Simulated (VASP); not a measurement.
The system is LiCl.

```xyz
2
Lattice="0.0000 2.5301 2.5301 2.5301 0.0000 2.5301 2.5301 2.5301 0.0000" Properties=species:S:1:pos:R:3 pbc="T T T"
Cl    2.5301    2.5301    2.5301
Li    0.0000    0.0000    0.0000
```

This cell differs from its parent crystal: volume scaled by 0.96.

Program: VASP 6.6.1. Alike in all runs: task single point; potentials or basis VASP PAW PBE potentials, release 64 (Cl, Li_sv); no spin polarisation; cell as given; k mesh 9 × 9 × 9; cutoff (eV) 520; smearing fermi-dirac 0.05 eV.

Order these runs on this cell by their band gap on the k mesh, lowest first.
A. level PBEsol
B. level r2SCAN
C. level PBE

A (6.37 eV), C (6.58 eV), B (7.57 eV).

A k mesh can miss the band edges.
